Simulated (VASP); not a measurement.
# Al7Cu (Fm-3m) in VASP: further runs

The runs below take Al7Cu through single point, with PBE.

Program: VASP 6.6.1. These are calculated values, not measurements. Logs are shortened: lines on timing, memory, paths and dates and some standing lists are left out, and cuts for length are marked.

### Step 1. The cell of the first run

Symmetry: Fm-3m, No. 225, cubic system. The conventional cell has a = 7.879 Å, b = 7.879 Å, c = 7.879 Å, α = 90.00°, β = 90.00°, γ = 90.00°. Within 3.7 Å of Al (site symmetry mmm) lie 10 Al at 2.79 Å and 2 Cu at 2.79 Å. Within 3.7 Å of Al (site symmetry m-3m) lie 12 Al at 2.79 Å. Within 3.7 Å of Cu (site symmetry m-3m) lie 12 Al at 2.79 Å.

### Step 2. Single point, PBE (volume scaled by 0.97)

INCAR

```
SYSTEM = Al7Cu
PREC = Accurate ; ENCUT = 520
EDIFF = 1E-6 ; ISMEAR = 0
SIGMA = 0.1 ; LREAL = .False.
LASPH = .True. ; NELM = 60
ALGO = Normal ; ISIF = 2
LWAVE = .False. ; LCHARG = .True.
GGA = PE ; LELF = .True.
LVHAR = .True. ; NBANDS = 26
```

KPOINTS

```
regular mesh
0
Gamma
  8 8 8
  0 0 0
```

POSCAR

```
Al7Cu
1.0
    0.0000000000      3.9395611794      3.9395611794
    3.9395611794      0.0000000000      3.9395611794
    3.9395611794      3.9395611794      0.0000000000
Al Cu
7 1
Direct
    0.5000000000      0.0000000000      0.0000000000
    0.0000000000      0.5000000000      0.5000000000
    0.0000000000      0.5000000000      0.0000000000
    0.5000000000      0.0000000000      0.5000000000
    0.0000000000      0.0000000000      0.5000000000
    0.5000000000      0.5000000000      0.0000000000
    0.0000000000      0.0000000000      0.0000000000
    0.5000000000      0.5000000000      0.5000000000
```

Potentials or basis: VASP PAW PBE potentials, release 64 (Al, Cu).

Started as:

```sh
$ cat potpaw_PBE.64/Al/POTCAR potpaw_PBE.64/Cu/POTCAR > POTCAR
$ mpirun -np 1 vasp_std > vasp.out
```

OUTCAR:

```text
SYSTEM = Al7Cu
   PREC = Accurate
   ENCUT = 520
   EDIFF = 1E-6
   ISMEAR = 0
   LREAL = .False.
   LASPH = .True.
   NELM = 60
   ISIF = 2
   GGA = PE

 ion  position               nearest neighbor table
   1  0.500  0.000  0.000-   4 2.79   6 2.79   7 2.79   4 2.79   5 2.79   8 2.79   3 2.79   6 2.79
                             8 2.79   3 2.79   5 2.79   7 2.79
   2  0.000  0.500  0.500-   3 2.79   5 2.79   8 2.79   3 2.79   6 2.79   7 2.79   4 2.79   5 2.79
                             7 2.79   4 2.79   6 2.79   8 2.79
   3  0.000  0.500  0.000-   2 2.79   6 2.79   7 2.79   2 2.79   5 2.79   8 2.79   1 2.79   5 2.79
                             7 2.79   1 2.79   6 2.79   8 2.79
   4  0.500  0.000  0.500-   1 2.79   5 2.79   8 2.79   1 2.79   6 2.79   7 2.79   2 2.79   6 2.79
                             8 2.79   2 2.79   5 2.79   7 2.79
   5  0.000  0.000  0.500-   2 2.79   4 2.79   7 2.79   1 2.79   3 2.79   7 2.79   2 2.79   3 2.79
                             8 2.79   1 2.79   4 2.79   8 2.79
   6  0.500  0.500  0.000-   1 2.79   3 2.79   8 2.79   2 2.79   4 2.79   8 2.79   1 2.79   4 2.79
                             7 2.79   2 2.79   3 2.79   7 2.79
   7  0.000  0.000  0.000-   1 2.79   3 2.79   5 2.79   2 2.79   4 2.79   5 2.79   2 2.79   3 2.79
                             6 2.79   1 2.79   4 2.79   6 2.79
   8  0.500  0.500  0.500-   2 2.79   4 2.79   6 2.79   1 2.79   3 2.79   6 2.79   1 2.79   4 2.79
                             5 2.79   2 2.79   3 2.79   5 2.79

  LATTYP: Found a face centered cubic cell.
 ALAT       =     7.8791223588

  Lattice vectors:

 A1 = (   0.0000000000,   3.9395611794,   3.9395611794)
 A2 = (   3.9395611794,   0.0000000000,   3.9395611794)
 A3 = (   3.9395611794,   3.9395611794,   0.0000000000)

Analysis of symmetry for initial positions (statically):
=====================================================================
 Subroutine PRICEL returns:
 Original cell was already a primitive cell.

 Routine SETGRP: Setting up the symmetry group for a
 face centered cubic supercell.

 Subroutine GETGRP returns: Found 48 space group operations
 (whereof 48 operations were pure point group operations)
 out of a pool of 48 trial point group operations.

The static configuration has the point symmetry O_h .

Analysis of symmetry for dynamics (positions and initial velocities):
=====================================================================
 Subroutine PRICEL returns:
 Original cell was already a primitive cell.

 Routine SETGRP: Setting up the symmetry group for a
 face centered cubic supercell.

 Subroutine GETGRP returns: Found 48 space group operations
 (whereof 48 operations were pure point group operations)
 out of a pool of 48 trial point group operations.

The dynamic configuration has the point symmetry O_h .

 Subroutine INISYM returns: Found 48 space group operations
 (whereof 48 operations are pure point group operations),
 and found     1 'primitive' translations

----------------------------------------------------------------------------------------

                                     Primitive cell

  volume of cell :     122.2851

  direct lattice vectors                    reciprocal lattice vectors
     0.000000000  3.939561179  3.939561179    -0.126917689  0.126917689  0.126917689
     3.939561179  0.000000000  3.939561179     0.126917689 -0.126917689  0.126917689
     3.939561179  3.939561179  0.000000000     0.126917689  0.126917689 -0.126917689

  length of vectors
     5.571380850  5.571380850  5.571380850     0.219827885  0.219827885  0.219827885

  position of ions in fractional coordinates (direct lattice)
     0.500000000  0.000000000  0.000000000
     0.000000000  0.500000000  0.500000000
     0.000000000  0.500000000  0.000000000
     0.500000000  0.000000000  0.500000000
     0.000000000  0.000000000  0.500000000
     0.500000000  0.500000000  0.000000000
     0.000000000  0.000000000  0.000000000
     0.500000000  0.500000000  0.500000000

  ion indices of the primitive-cell ions
   primitive index   ion index
                 1           1
                 2           2
                 3           3
                 4           4
                 5           5
                 6           6
                 7           7
                 8           8

----------------------------------------------------------------------------------------

 KPOINTS: regular mesh

Automatic generation of k-mesh.
 Grid dimensions read from file:
 generate k-points for:    8    8    8

 Generating k-lattice:

  Cartesian coordinates                     Fractional coordinates (reciprocal lattice)
    -0.015864711  0.015864711  0.015864711     0.125000000  0.000000000  0.000000000
     0.015864711 -0.015864711  0.015864711     0.000000000  0.125000000  0.000000000
     0.015864711  0.015864711 -0.015864711     0.000000000  0.000000000  0.125000000

  Length of vectors
     0.027478486  0.027478486  0.027478486

  Shift w.r.t. Gamma in fractional coordinates (k-lattice)
     0.000000000  0.000000000  0.000000000

 Subroutine IBZKPT returns following result:
 ===========================================

 Found     29 irreducible k-points:

 Following reciprocal coordinates:
            Coordinates               Weight
  0.000000  0.000000  0.000000      1.000000
  0.125000  0.000000  0.000000      8.000000
  0.250000  0.000000  0.000000      8.000000
  0.375000  0.000000  0.000000      8.000000
  0.500000  0.000000  0.000000      4.000000
  0.125000  0.125000  0.000000      6.000000
[... 16 lines left out ...]
  0.500000  0.250000  0.125000     48.000000
 -0.375000  0.250000  0.125000     24.000000
 [... further k-points ...]
   k-points           NKPTS =     29   k-points in BZ     NKDIM =     29   number of bands    NBANDS=     26
   number of dos      NEDOS =    301   number of ions     NIONS =      8
   total plane-waves  NPLWV =  74088
   dimension x,y,z NGX =    42 NGY =   42 NGZ =   42
   dimension x,y,z NGXF=    84 NGYF=   84 NGZF=   84
   ions per type =               7   1
   NGX,Y,Z   is equivalent  to a cutoff of  12.53, 12.53, 12.53 a.u.
   NGXF,Y,Z  is equivalent  to a cutoff of  25.06, 25.06, 25.06 a.u.
 SYSTEM =  Al7Cu
   PREC   = accura    normal or accurate (medium, high low for compatibility)
   ISTART =      0    job   : 0-new  1-cont  2-samecut
   ICHARG =      2    charge: 1-file 2-atom 10-const
   ISPIN  =      1    spin polarized calculation?
   LNONCOLLINEAR =      F non collinear calculations
   LSORBIT =      F    spin-orbit coupling
   LASPH  =      T    aspherical Exc in radial PAW
   ENCUT  =  520.0 eV  38.22 Ry    6.18 a.u.  10.36 10.36 10.36*2*pi/ulx,y,z
   NELM   =     60;   NELMIN=  2; NELMDL= -5     # of ELM steps
   EDIFF  = 0.1E-05   stopping-criterion for ELM
   LREAL  =      F    real-space projection
   EDIFFG = 0.1E-04   stopping-criterion for IOM
   NSW    =      0    number of steps for IOM
   IBRION =     -1    ionic relax: 0-MD 1-quasi-New 2-CG
   NFREE  =      0    steps in history (QN), initial steepest desc. (CG)
   ISIF   =      2    stress and relaxation
   ISYM   =      2    0-nonsym 1-usesym 2-fastsym
   POTIM  = 0.5000    time-step for ionic-motion
   TEBEG  =    0.0;   TEEND  =   0.0 temperature during run
   PSTRESS=    0.0 pullay stress
   NELECT =      32.0000    total number of electrons
   NUPDOWN=      -1.0000    fix difference up-down
   EMIN   =  10.00;   EMAX   =-10.00  energy-range for DOS
   EFERMI =   0.00;   METHOD = LEGACY
   ISMEAR =     0;   SIGMA  =   0.10  broadening in eV -4-tet -1-fermi 0-gaus
   EFERMI_NEDOS =   21; number of points for ismear=-14 and -15
   IALGO  =     38    algorithm
   IMIX   =      4    mixing-type and parameters
     AMIX     =   0.40;   BMIX     =  1.00
     AMIX_MAG =   1.60;   BMIX_MAG =  1.00
  volume/ion in A,a.u.               =      15.29       103.15
  Fermi-wavevector in a.u.,A,eV,Ry     =   1.047129  1.978787 14.918513  1.096480
  Thomas-Fermi vector in A             =   2.181997
   LORBIT       =      0    0 simple, 1 ext, 2 COOP (PROOUT), +10 PAW based schemes
   GGA     = PE    functional components
   LHFCALC =     F    Hartree Fock is set to
   AEXX    =    0.0000 exact exchange contribution
   IVDW    =     0    specifies the selected vdW correction
   LEPSILON=     F    determine dielectric tensor
   LRPA    =     F    only Hartree local field effects (RPA)
 non-spin polarized calculation
 Gauss-broadening in eV      SIGMA  =   0.10
  energy-cutoff  :      520.00
  volume of cell :      122.29
 maximum number of plane-waves:      3327
 NGX is ok and might be reduce to    42
   NGX = 21   NGY = 21   NGZ = 21

 number of electron      32.0000012 magnetization

 Free energy of the ion-electron system (eV)
  ---------------------------------------------------
  ext. energy  EPLUGINS =         0.00000000
  ---------------------------------------------------
  free energy    TOTEN  =       -30.05424269 eV

  energy without entropy =      -30.04201077  energy(sigma->0) =      -30.04812673

 E-fermi :   8.4096     XC(G=0): -10.5872

 val. band max:        8.4051268776   @ k =   0.3750   0.2500   0.1250
 cond. band min:       8.4446076271   @ k =   0.1250   0.0000   0.0000
 fundamental gap:      0.0394807496
 Fermi energy:         8.4095729273

 k-point     1 :       0.0000    0.0000    0.0000
  band No.  band energies     occupation
      1      -2.9128      2.00000
      2       3.4839      2.00000
      3       3.4839      2.00000
      4       3.4839      2.00000
      5       3.5631      2.00000
      6       3.9582      2.00000
[... 18 lines left out ...]
     25      14.5841      0.00000
     26      14.5841      0.00000

 k-point     2 :       0.1250    0.0000    0.0000
  band No.  band energies     occupation
      1      -2.8014      2.00000
      2       2.3145      2.00000
      3       3.3015      2.00000
      4       3.3015      2.00000
      5       3.5034      2.00000
      6       4.1192      2.00000
[... 18 lines left out ...]
     25      15.0606      0.00000
     26      15.0606      0.00000

 k-point     3 :       0.2500    0.0000    0.0000
  band No.  band energies     occupation
      1      -2.4685      2.00000
      2       1.0095      2.00000
      3       3.0944      2.00000
      4       3.0944      2.00000
      5       3.2425      2.00000
      6       4.0923      2.00000
[... 18 lines left out ...]
     25      15.3840      0.00000
     26      15.3840      0.00000

 k-point     4 :       0.3750    0.0000    0.0000
  band No.  band energies     occupation
      1      -1.9198      2.00000
      2      -0.1494      2.00000
      3       2.9967      2.00000
      4       2.9967      2.00000
      5       3.1760      2.00000
      6       3.8574      2.00000
[... 18 lines left out ...]
     25      14.7833      0.00000
     26      14.7833      0.00000

 k-point     5 :       0.5000    0.0000    0.0000
  band No.  band energies     occupation
      1      -1.2857      2.00000
      2      -0.9896      2.00000
      3       2.9779      2.00000
      4       2.9779      2.00000
      5       3.2184      2.00000
      6       3.6182      2.00000
[... 18 lines left out ...]
     25      13.1418      0.00000
     26      13.2946      0.00000

 k-point     6 :       0.1250    0.1250    0.0000
  band No.  band energies     occupation
      1      -2.7643      2.00000
      2       2.6244      2.00000
      3       2.9041      2.00000
      4       2.9041      2.00000
      5       3.1757      2.00000
      6       4.1605      2.00000
[... 427 lines left out ...]
 k-point    21 :       0.5000    0.5000    0.0000
  band No.  band energies     occupation
      1      -0.6601      2.00000
      2      -0.4903      2.00000
      3       1.3959      2.00000
      4       1.7810      2.00000
      5       1.7810      2.00000
      6       2.2029      2.00000
[... 18 lines left out ...]
     25      11.8067      0.00000
     26      11.8067      0.00000

 k-point    22 :       0.3750    0.2500    0.1250
  band No.  band energies     occupation
      1      -2.1738      2.00000
      2       1.1581      2.00000
      3       1.4146      2.00000
      4       2.4556      2.00000
      5       3.2748      2.00000
      6       3.7425      2.00000
[... 18 lines left out ...]
     25      14.1251      0.00000
     26      14.5557      0.00000

 k-point    23 :       0.5000    0.2500    0.1250
  band No.  band energies     occupation
      1      -1.6279      2.00000
      2       0.1238      2.00000
      3       1.2376      2.00000
      4       1.9288      2.00000
      5       3.3963      2.00000
      6       3.9069      2.00000
[... 18 lines left out ...]
     25      13.5512      0.00000
     26      14.0961      0.00000

 k-point    24 :      -0.3750    0.2500    0.1250
  band No.  band energies     occupation
      1      -0.9969      2.00000
      2      -0.7063      2.00000
      3       1.2690      2.00000
      4       1.6894      2.00000
      5       3.4433      2.00000
      6       3.7614      2.00000
[... 18 lines left out ...]
     25      13.4828      0.00000
     26      13.5859      0.00000

 [... further k-points ...]
[... 5 lines left out ...]
  --------------------------------------------------------------------------------------
  -------------------------------------------------------------------------------------
  Total        2.1244962      2.1244962      2.1244962      0.0000000      0.0000000      0.0000000
  in kB       27.8351129     27.8351129     27.8351129      0.0000000      0.0000000      0.0000000
  external PRESSURE =      27.8351129 kB  Pullay stress =       0.0000000 kB

 VOLUME and BASIS-vectors are now :
 -----------------------------------------------------------------------------
  energy-cutoff  :      520.00
  volume of cell :      122.29
      direct lattice vectors                 reciprocal lattice vectors
     0.000000000  3.939561179  3.939561179    -0.126917689  0.126917689  0.126917689
     3.939561179  0.000000000  3.939561179     0.126917689 -0.126917689  0.126917689
     3.939561179  3.939561179  0.000000000     0.126917689  0.126917689 -0.126917689

 POSITION                                       TOTAL-FORCE (eV/Angst)
 -----------------------------------------------------------------------------------
      0.00000      1.96978      1.96978         0.000000     -0.000000     -0.000000
      3.93956      1.96978      1.96978         0.000000     -0.000000     -0.000000
      1.96978      0.00000      1.96978         0.000000     -0.000000     -0.000000
      1.96978      3.93956      1.96978         0.000000     -0.000000     -0.000000
      1.96978      1.96978      0.00000        -0.000000      0.000000     -0.000000
      1.96978      1.96978      3.93956         0.000000     -0.000000     -0.000000
      0.00000      0.00000      0.00000         0.000000     -0.000000     -0.000000
      3.93956      3.93956      3.93956         0.000000     -0.000000      0.000000
 -----------------------------------------------------------------------------------
    total drift:                               -0.000000     -0.000000      0.000000

  FREE ENERGIE OF THE ION-ELECTRON SYSTEM (eV)
  ---------------------------------------------------
  free  energy   TOTEN  =       -30.0542426898 eV

  energy  without entropy=      -30.0420107744  energy(sigma->0) =      -30.04812673
```

Run time: 2.2 min. Hardware: 1 thread of AMD EPYC 7R13 (Zen 3), shared host; peak memory 0.26 GiB.

Results:

```yaml
Free_energy: -30.0542 eV
Pressure: 2.8 GPa
Band_gap_on_the_k_mesh: zero (band 16 reaches 9.32 eV, above the bottom of band 17 at 5.83 eV)
```

Levels at points of the mesh, in eV from the Fermi level:
```
           k point  band 13  band 14  band 15  band 16  band 17  band 18  band 19  band 20
(0.00, 0.00, 0.00)    -2.61    -2.61    -2.58    -2.58    -2.58    -0.79    -0.49    -0.49
(0.50, 0.00, 0.00)    -3.06    -0.44    -0.44    -0.28    -0.13     0.36     0.36     3.77
(0.50, 0.50, 0.00)    -0.44    -0.28    -0.28     0.29     1.17     1.32     1.70     2.26
```

[end of part 1 of 2]
